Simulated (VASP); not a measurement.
Wanted: the native input for a VASP 6.6.1 run.

* Task: relaxation of cell and atoms
* Functional: PBE
* Potentials or basis: VASP PAW PBE potentials, release 64 (K_sv, Ti_sv)
* Cutoff: 600 eV
* k mesh: 10 × 10 × 10
* Occupations: gaussian, width 0.1 eV
* Spin: no spin polarisation
* Dipole correction: no
* Further INCAR settings: ALGO = Normal; EDIFF = 1e-06; IBRION = 2; EDIFFG = -0.01; NSW = 100; ISIF = 3

The structure of KTi3 lies in POSCAR:

```
KTi3
1.0
    4.3968762727      0.0000000000      0.0000000000
    0.0000000000      4.3968762727      0.0000000000
    0.0000000000      0.0000000000      4.3968762727
K Ti
1 3
Direct
    0.5000000000      0.5000000000      0.5000000000
    0.5000000000      0.0000000000      0.0000000000
    0.0000000000      0.5000000000      0.0000000000
    0.0000000000      0.0000000000      0.5000000000
```

One way to write it, as run:

INCAR

```
  PREC = Accurate
  ENCUT = 600
  EDIFF = 1E-6
  ISMEAR = 0
  SIGMA = 0.1
  LREAL = F
  LASPH = T
  NELM = 100
  ALGO = Normal
  ISIF = 3
  LWAVE = F
  LCHARG = F
  GGA = PE
  IBRION = 2
  NSW = 100
  EDIFFG = -0.01
```

KPOINTS

```
regular mesh
0
Gamma
  10 10 10
```

Potentials or basis: VASP PAW PBE potentials, release 64 (K_sv, Ti_sv).

Launch:

```console
$ cat potpaw_PBE.64/K_sv/POTCAR potpaw_PBE.64/Ti_sv/POTCAR > POTCAR
$ mpirun -np 1 vasp_std > vasp.out
```

It gave:

```yaml
Relaxed_volume: 21.32 Å³/atom
Relaxed_cell: a = 4.402 Å, b = 4.402 Å, c = 4.402 Å, α = 90.00°, β = 90.00°, γ = 90.00°
Space_group_after_relaxing_to_0.05_Å: Pm-3m (No. 221)
Energy_gained_by_relaxing: 0.0 meV/atom
Ionic_steps: 2
Pressure_after_relaxing: 0.0 GPa
```

Wall time 3.1 min on 1 thread of Intel(R) Xeon(R) Platinum 8375C CPU @ 2.90GHz (Ice Lake), with other jobs on the host, peak memory 0.29 GiB.
